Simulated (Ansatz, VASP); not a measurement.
One calculation of Au, two programs

INCAR

```
SYSTEM = Au
  PREC = Accurate
  ENCUT = 520
  EDIFF = 1E-6
  ISMEAR = -1
  SIGMA = 0.1
  LREAL = .False.
  LASPH = .True.
  NELM = 100
  ALGO = Normal
  ISIF = 2
  LWAVE = .False.
  LCHARG = .False.
  GGA = PE
  NBANDS = 18
```

File KPOINTS:

```
regular mesh
0
Gamma
  10 10 10
  0 0 0
```

POSCAR

```
Au
1.0
    0.0000000000      2.9955503238      2.9955503238
    2.9955503238      0.0000000000      2.9955503238
    2.9955503238      2.9955503238      0.0000000000
Au
2
Direct
    0.1250000000      0.1250000000      0.1250000000
    0.8750000000      0.8750000000      0.8750000000
```

Input for Ansatz:

```yaml
crystal:
  lattice:
    - [0.0, 2.9955503238, 2.9955503238]
    - [2.9955503238, 0.0, 2.9955503238]
    - [2.9955503238, 2.9955503238, 0.0]
  atoms:
    - { symbol: Au, position: [0.125, 0.125, 0.125] }
    - { symbol: Au, position: [0.875, 0.875, 0.875] }
hamiltonian:
  xc: pbe
  pseudopotentials:
    kind: paw
    azcp:
      Au: "pseudopotentials/Au.paw.azcp"
basis:
  ecutwfc: 420
  fft_grid_basis: typed
kpoints:
  mp_grid: { grid: [10, 10, 10], shift: [0, 0, 0] }
magnetization:
  spin_polarized: false
scf:
  occupations: { method: fermi_dirac, width: 0.1 }
  lower_state_search: "off"
output:
  stress: true
```

Alike in both runs: task single point; functional PBE; k mesh 10 × 10 × 10; occupations fermi-dirac, width 0.1 eV; no spin polarisation.

|  | VASP | Ansatz |
| --- | --- | --- |
| version | VASP 6.6.1 | Ansatz 0.2.0 |
| potentials or method | VASP PAW PBE potentials, release 64 (Au), cutoff 520 eV | plane waves (420 eV) with PAW, scalar-relativistic |
| valence electrons in the cell | 22 | 38 |

```tsv
	VASP	Ansatz	Ansatz less VASP
pressure (GPa)	5.6	5.7	+0.14
```

VASP's potentials hold 22 valence electrons a cell and Ansatz's 38, so a difference there can come from the potentials and not from the codes.

Neither program's run includes spin-orbit coupling.
